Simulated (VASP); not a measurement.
Here is a VASP 6.6.1 calculation.

INCAR

```
SYSTEM = BaS
PREC = Accurate ; ENCUT = 600
EDIFF = 1E-6 ; ISMEAR = 0
SIGMA = 0.02 ; LREAL = .False.
LASPH = .True. ; NELM = 80
ALGO = Normal ; ISIF = 3
LWAVE = .False. ; LCHARG = .False.
GGA = PS ; IBRION = 2
NSW = 100 ; EDIFFG = -0.005
```

Contents of KPOINTS:

```
Automatic mesh
0
Gamma
  8 8 8
  0 0 0
```

The input POSCAR:

```
BaS
1.0
    0.0000000000      3.2256756180      3.2256756180
    3.2256756180      0.0000000000      3.2256756180
    3.2256756180      3.2256756180      0.0000000000
Ba S
1 1
Direct
    0.0000000000      0.0000000000      0.0000000000
    0.5000000000      0.5000000000      0.5000000000
```

Potentials or basis: VASP PAW PBE potentials, release 64 (Ba_sv, S).

Run with:

```console
$ cat potpaw_PBE.64/Ba_sv/POTCAR potpaw_PBE.64/S/POTCAR > POTCAR
$ mpirun -np 1 vasp_std > vasp.out
```

(1) Estimate the relaxed volume.

(2) Estimate the relaxed cell.

## Answers

(1) 32.20 Å³/atom.

(2) a = 4.499 Å, b = 4.499 Å, c = 4.499 Å, α = 60.00°, β = 60.00°, γ = 60.00°.

Caveat: the PAW data sets were made with another functional, which shifts forces and pressure a little.
